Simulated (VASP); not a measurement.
# CoCuC4N4 (P4/mmm) in VASP: single point with PBE

Aim: the single point of CoCuC4N4 with PBE.

Everything below comes from runs of VASP 6.6.1. Logs are shortened: lines on timing, memory, paths and dates and some standing lists are left out, and cuts for length are marked.

## 1. The cell of the first run

Symmetry: P4/mmm, No. 123, tetragonal system. Conventional cell: a = 7.205 Å, b = 7.205 Å, c = 3.320 Å, α = 90.00°, β = 90.00°, γ = 90.00°. Within 2.7 Å of Co (site symmetry 4/mmm) lie 4 N at 2.01 Å. Cu (site symmetry 4/mmm) has 4 C at 1.92 Å within 2.5 Å. Within 1.6 Å of C (site symmetry m2m) lie 1 N at 1.17 Å. Within 1.6 Å of N (site symmetry m2m) lie 1 C at 1.17 Å.

## 2. Single point, PBE, collinear spin, ferrimagnetic start

INCAR

```
PREC = Accurate
ENCUT = 520
EDIFF = 1E-6
ISMEAR = 0
SIGMA = 0.1
LREAL = False
LASPH = True
NELM = 150
ALGO = Normal
ISIF = 2
LWAVE = False
LCHARG = False
ISPIN = 2
MAGMOM = -3 1 0 0 0 0 0 0 0 0
LORBIT = 11
LMAXMIX = 4
GGA = PE
NBANDS = 43
```

KPOINTS

```
Automatic mesh
0
Gamma
  4 4 6
```

POSCAR

```
CoCuC4N4
1.0
    7.2047109900      0.0000000000      0.0000000000
    0.0000000000      7.2047109900      0.0000000000
    0.0000000000      0.0000000000      3.3199509300
Co Cu C N
1 1 4 4
Direct
    0.5000000000      0.5000000000      0.0000000000
    0.0000000000      0.0000000000      0.0000000000
    0.1881440800      0.8118559200      0.0000000000
    0.8118559200      0.1881440800      0.0000000000
    0.1881440800      0.1881440800      0.0000000000
    0.8118559200      0.8118559200      0.0000000000
    0.3029738000      0.6970262000      0.0000000000
    0.6970262000      0.3029738000      0.0000000000
    0.3029738000      0.3029738000      0.0000000000
    0.6970262000      0.6970262000      0.0000000000
```

Potentials or basis: VASP PAW PBE potentials, release 64 (Co, Cu, C, N).

On the command line:

```sh
$ cat potpaw_PBE.64/Co/POTCAR potpaw_PBE.64/Cu/POTCAR potpaw_PBE.64/C/POTCAR potpaw_PBE.64/N/POTCAR > POTCAR
$ mpirun -np 1 vasp_std > vasp.out
```

OUTCAR:

```text
PREC = Accurate
   ENCUT = 520
   EDIFF = 1E-6
   ISMEAR = 0
   LREAL = False
   LASPH = True
   NELM = 150
   ISIF = 2
   ISPIN = 2
   LORBIT = 11
   GGA = PE

 ion  position               nearest neighbor table
   1  0.500  0.500  0.000-   7 2.01   8 2.01   9 2.01  10 2.01
   2  0.000  0.000  0.000-   3 1.92   4 1.92   5 1.92   6 1.92
   3  0.188  0.812  0.000-   7 1.17   2 1.92
   4  0.812  0.188  0.000-   8 1.17   2 1.92
   5  0.188  0.188  0.000-   9 1.17   2 1.92
   6  0.812  0.812  0.000-  10 1.17   2 1.92
   7  0.303  0.697  0.000-   3 1.17   1 2.01
   8  0.697  0.303  0.000-   4 1.17   1 2.01
   9  0.303  0.303  0.000-   5 1.17   1 2.01
  10  0.697  0.697  0.000-   6 1.17   1 2.01

  LATTYP: Found a simple tetragonal cell.
 ALAT       =     7.2047109900
 C/A-ratio  =     0.4608027906

  Lattice vectors:

 A1 = (   7.2047109900,   0.0000000000,   0.0000000000)
 A2 = (   0.0000000000,   7.2047109900,   0.0000000000)
 A3 = (   0.0000000000,   0.0000000000,   3.3199509300)

Analysis of symmetry for initial positions (statically):
=====================================================================
 Subroutine PRICEL returns:
 Original cell was already a primitive cell.

 Routine SETGRP: Setting up the symmetry group for a
 simple tetragonal supercell.

 Subroutine GETGRP returns: Found 16 space group operations
 (whereof 16 operations were pure point group operations)
 out of a pool of 16 trial point group operations.

The static configuration has the point symmetry D_4h.

Analysis of symmetry for dynamics (positions and initial velocities):
=====================================================================
 Subroutine PRICEL returns:
 Original cell was already a primitive cell.

 Routine SETGRP: Setting up the symmetry group for a
 simple tetragonal supercell.

 Subroutine GETGRP returns: Found 16 space group operations
 (whereof 16 operations were pure point group operations)
 out of a pool of 16 trial point group operations.

The dynamic configuration has the point symmetry D_4h.

Analysis of structural, dynamic, and magnetic symmetry:
=====================================================================
 Subroutine PRICEL returns:
 Original cell was already a primitive cell.

 Routine SETGRP: Setting up the symmetry group for a
 simple tetragonal supercell.

 Subroutine GETGRP returns: Found 16 space group operations
 (whereof 16 operations were pure point group operations)
 out of a pool of 16 trial point group operations.

The overall configuration has the point symmetry D_4h.

 Subroutine INISYM returns: Found 16 space group operations
 (whereof 16 operations are pure point group operations),
 and found     1 'primitive' translations

----------------------------------------------------------------------------------------

                                     Primitive cell

  volume of cell :     172.3315

  direct lattice vectors                    reciprocal lattice vectors
     7.204710990  0.000000000  0.000000000     0.138798073  0.000000000  0.000000000
     0.000000000  7.204710990  0.000000000     0.000000000  0.138798073  0.000000000
     0.000000000  0.000000000  3.319950930     0.000000000  0.000000000  0.301209271

  length of vectors
     7.204710990  7.204710990  3.319950930     0.138798073  0.138798073  0.301209271

  position of ions in fractional coordinates (direct lattice)
     0.500000000  0.500000000  0.000000000
     0.000000000  0.000000000  0.000000000
     0.188144080  0.811855920  0.000000000
     0.811855920  0.188144080  0.000000000
     0.188144080  0.188144080  0.000000000
     0.811855920  0.811855920  0.000000000
     0.302973800  0.697026200  0.000000000
     0.697026200  0.302973800  0.000000000
[... 69 lines left out ...]
   number of dos      NEDOS =    301   number of ions     NIONS =     10
   total plane-waves  NPLWV =  81648
   dimension x,y,z NGX =    54 NGY =   54 NGZ =   28
   dimension x,y,z NGXF=   108 NGYF=  108 NGZF=   56
   ions per type =               1   1   4   4
   NGX,Y,Z   is equivalent  to a cutoff of  12.46, 12.46, 14.02 a.u.
   NGXF,Y,Z  is equivalent  to a cutoff of  24.92, 24.92, 28.04 a.u.
 SYSTEM =  unknown system
   PREC   = accura    normal or accurate (medium, high low for compatibility)
   ISTART =      0    job   : 0-new  1-cont  2-samecut
   ICHARG =      2    charge: 1-file 2-atom 10-const
   ISPIN  =      2    spin polarized calculation?
   LNONCOLLINEAR =      F non collinear calculations
   LSORBIT =      F    spin-orbit coupling
   LASPH  =      T    aspherical Exc in radial PAW
   ENCUT  =  520.0 eV  38.22 Ry    6.18 a.u.  13.40 13.40  6.17*2*pi/ulx,y,z
   NELM   =    150;   NELMIN=  2; NELMDL= -5     # of ELM steps
   EDIFF  = 0.1E-05   stopping-criterion for ELM
   LREAL  =      F    real-space projection
   EDIFFG = 0.1E-04   stopping-criterion for IOM
   NSW    =      0    number of steps for IOM
   IBRION =     -1    ionic relax: 0-MD 1-quasi-New 2-CG
   NFREE  =      0    steps in history (QN), initial steepest desc. (CG)
   ISIF   =      2    stress and relaxation
   ISYM   =      2    0-nonsym 1-usesym 2-fastsym
   POTIM  = 0.5000    time-step for ionic-motion
   TEBEG  =    0.0;   TEEND  =   0.0 temperature during run
   PSTRESS=    0.0 pullay stress
   NELECT =      56.0000    total number of electrons
   NUPDOWN=      -1.0000    fix difference up-down
   EMIN   =  10.00;   EMAX   =-10.00  energy-range for DOS
   EFERMI =   0.00;   METHOD = LEGACY
   ISMEAR =     0;   SIGMA  =   0.10  broadening in eV -4-tet -1-fermi 0-gaus
   EFERMI_NEDOS =   21; number of points for ismear=-14 and -15
   IALGO  =     38    algorithm
   IMIX   =      4    mixing-type and parameters
     AMIX     =   0.40;   BMIX     =  1.00
     AMIX_MAG =   1.60;   BMIX_MAG =  1.00
  volume/ion in A,a.u.               =      17.23       116.30
  Fermi-wavevector in a.u.,A,eV,Ry     =   1.125510  2.126905 17.235481  1.266772
  Thomas-Fermi vector in A             =   2.262187
   LORBIT       =     11    0 simple, 1 ext, 2 COOP (PROOUT), +10 PAW based schemes
   GGA     = PE    functional components
   LHFCALC =     F    Hartree Fock is set to
   AEXX    =    0.0000 exact exchange contribution
   IVDW    =     0    specifies the selected vdW correction
   LEPSILON=     F    determine dielectric tensor
   LRPA    =     F    only Hartree local field effects (RPA)
 spin polarized calculation
 Gauss-broadening in eV      SIGMA  =   0.10
  energy-cutoff  :      520.00
  volume of cell :      172.33
 maximum number of plane-waves:      4661
 NGX is ok and might be reduce to    54
   NGX = 27   NGY = 27   NGZ = 13

 number of electron      56.0000007 magnetization      -1.2529887

 Free energy of the ion-electron system (eV)
  ---------------------------------------------------
  ext. energy  EPLUGINS =         0.00000000
  ---------------------------------------------------
  free energy    TOTEN  =       -74.97653666 eV

  energy without entropy =      -74.95796850  energy(sigma->0) =      -74.96725258

 E-fermi :   0.1378     XC(G=0):  -7.8366

 val. band max:        0.1330598481   @ k =   0.2500   0.2500   0.3333
 cond. band min:       0.1866034038   @ k =   0.5000   0.0000   0.1667
 fundamental gap:      0.0535435557
 Fermi energy:         0.1378298702

 spin component 1

 k-point     1 :       0.0000    0.0000    0.0000
  band No.  band energies     occupation
      1     -18.0322      1.00000
      2     -17.8678      1.00000
      3     -17.8678      1.00000
      4     -17.7691      1.00000
      5      -9.3431      1.00000
      6      -7.3135      1.00000
[... 1021 lines left out ...]
     39       7.2069      0.00000
     40       7.8323      0.00000
 Fermi energy:         0.1378298702

 spin component 2

 k-point     1 :       0.0000    0.0000    0.0000
  band No.  band energies     occupation
      1     -18.0470      1.00000
      2     -17.8817      1.00000
      3     -17.8817      1.00000
      4     -17.7838      1.00000
      5      -9.4367      1.00000
      6      -7.6298      1.00000
[... 1021 lines left out ...]
     39       6.9734      0.00000
     40       7.8149      0.00000
 [bands above 40 left out]

------------------------ aborting loop because EDIFF is reached ----------------------------------------

  FORCE on cell =-STRESS in cart. coord.  units (eV):
  Direction    XX          YY          ZZ          XY          YZ          ZX
  --------------------------------------------------------------------------------------
  -------------------------------------------------------------------------------------
  Total       -7.1539722     -7.1539722      1.5479195      0.0000000      0.0000000      0.0000000
  in kB      -66.5109331    -66.5109331     14.3911053      0.0000000      0.0000000      0.0000000
  external PRESSURE =     -39.5435870 kB  Pullay stress =       0.0000000 kB

 VOLUME and BASIS-vectors are now :
 -----------------------------------------------------------------------------
  energy-cutoff  :      520.00
  volume of cell :      172.33
      direct lattice vectors                 reciprocal lattice vectors
     7.204710990  0.000000000  0.000000000     0.138798073  0.000000000  0.000000000
     0.000000000  7.204710990  0.000000000     0.000000000  0.138798073  0.000000000
     0.000000000  0.000000000  3.319950930     0.000000000  0.000000000  0.301209271

 POSITION                                       TOTAL-FORCE (eV/Angst)
 -----------------------------------------------------------------------------------
      3.60236      3.60236      0.00000         0.000000      0.000000     -0.000000
      0.00000      0.00000      0.00000         0.000000      0.000000     -0.000000
      1.35552      5.84919      0.00000         0.307821     -0.307821     -0.000000
      5.84919      1.35552      0.00000        -0.307821      0.307821      0.000000
      1.35552      1.35552      0.00000         0.307821      0.307821     -0.000000
      5.84919      5.84919      0.00000        -0.307821     -0.307821     -0.000000
      2.18284      5.02187      0.00000         0.839993     -0.839993      0.000000
      5.02187      2.18284      0.00000        -0.839993      0.839993     -0.000000
      2.18284      2.18284      0.00000         0.839993      0.839993     -0.000000
      5.02187      5.02187      0.00000        -0.839993     -0.839993     -0.000000
 -----------------------------------------------------------------------------------
    total drift:                                0.000000      0.000000     -0.000000

  FREE ENERGIE OF THE ION-ELECTRON SYSTEM (eV)
  ---------------------------------------------------
  free  energy   TOTEN  =       -74.9765366569 eV

  energy  without entropy=      -74.9579684966  energy(sigma->0) =      -74.96725258

 total charge

# of ion       s       p       d       tot
------------------------------------------
    1        0.323   0.381   7.252   7.956
    2        0.497   0.623   9.038  10.158
    3        0.945   1.636   0.000   2.581
    4        0.945   1.636   0.000   2.581
    5        0.945   1.636   0.000   2.581
    6        0.945   1.636   0.000   2.581
    7        1.298   2.558   0.000   3.856
    8        1.298   2.558   0.000   3.856
    9        1.298   2.558   0.000   3.856
   10        1.298   2.558   0.000   3.856
--------------------------------------------------
tot          9.791  17.782  16.290  43.863

 magnetization (x)

# of ion       s       p       d       tot
------------------------------------------
    1       -0.017  -0.006  -0.741  -0.764
    2        0.004   0.006  -0.237  -0.226
    3       -0.025  -0.027   0.000  -0.052
    4       -0.025  -0.027   0.000  -0.052
    5       -0.025  -0.027   0.000  -0.052
    6       -0.025  -0.027   0.000  -0.052
    7       -0.003   0.013   0.000   0.010
    8       -0.003   0.013   0.000   0.010
    9       -0.003   0.013   0.000   0.010
   10       -0.003   0.013   0.000   0.010
--------------------------------------------------
tot         -0.124  -0.057  -0.977  -1.158
```

Run time: 14 min. Hardware: 1 thread of Intel Xeon 8259CL, shared host; peak memory 0.51 GiB.

What came out:

```yaml
Free_energy: -74.9765 eV
Pressure: -4.0 GPa
Largest_force: 1.188 eV/Å
Net_moment: -1.25 μB per cell
Site_moments: Co -0.76; Cu -0.23; C -0.05; N +0.01 μB
Valence_electrons_inside_the_program's_atomic_spheres: Co 7.96; Cu 10.16; C 2.58; N 3.86
```

Forces in eV/Å, atoms in the order of the input:
```
Co   0.000  0.000  0.000
Cu   0.000  0.000  0.000
C    0.308 -0.308  0.000
C   -0.308  0.308  0.000
C    0.308  0.308  0.000
C   -0.308 -0.308  0.000
N    0.840 -0.840  0.000
N   -0.840  0.840  0.000
N    0.840  0.840  0.000
N   -0.840 -0.840  0.000
```

Levels at points of the mesh, in eV from the Fermi level:
Spin up:
| k point | band 25 | band 26 | band 27 | band 28 | band 29 | band 30 |
| --- | --- | --- | --- | --- | --- | --- |
| (0.00, 0.00, 0.00) | -0.85 | -0.27 | -0.18 | -0.18 | 0.06 | 1.76 |
| (0.50, 0.00, 0.00) | -0.70 | -0.27 | -0.24 | -0.18 | 0.40 | 1.46 |
| (0.50, 0.50, 0.00) | -0.60 | -0.27 | -0.18 | -0.18 | 0.26 | 1.38 |
| (0.00, 0.00, 0.50) | -0.77 | -0.53 | -0.53 | 0.12 | 0.31 | 1.08 |
| (0.50, 0.00, 0.50) | -0.87 | -0.65 | -0.51 | 0.76 | 1.08 | 1.14 |
| (0.50, 0.50, 0.50) | -0.56 | -0.53 | -0.53 | 0.56 | 0.82 | 1.17 |
Spin down:
```csv
k point,band 27,band 28,band 29,band 30,band 31,band 32
"(0.00, 0.00, 0.00)",-0.57,-0.57,-0.52,1.12,3.14,3.68
"(0.50, 0.00, 0.00)",-0.63,-0.57,-0.06,0.72,3.22,4.15
"(0.50, 0.50, 0.00)",-0.57,-0.57,-0.21,0.64,3.80,4.11
"(0.00, 0.00, 0.50)",-0.90,-0.60,-0.30,0.08,1.30,3.53
"(0.50, 0.00, 0.50)",-0.89,-0.59,0.30,0.79,1.06,2.05
"(0.50, 0.50, 0.50)",-0.90,-0.67,0.25,0.72,0.83,2.37
```

Caveat: the stress differs along the axes, from -7 to 1 GPa; forces of over 1 eV/Å act on the atoms, so gaps and moduli don't describe the material at rest. With open d or f shells a metallic result of PBE can be an artefact of self-interaction; +U or a hybrid may open a gap.
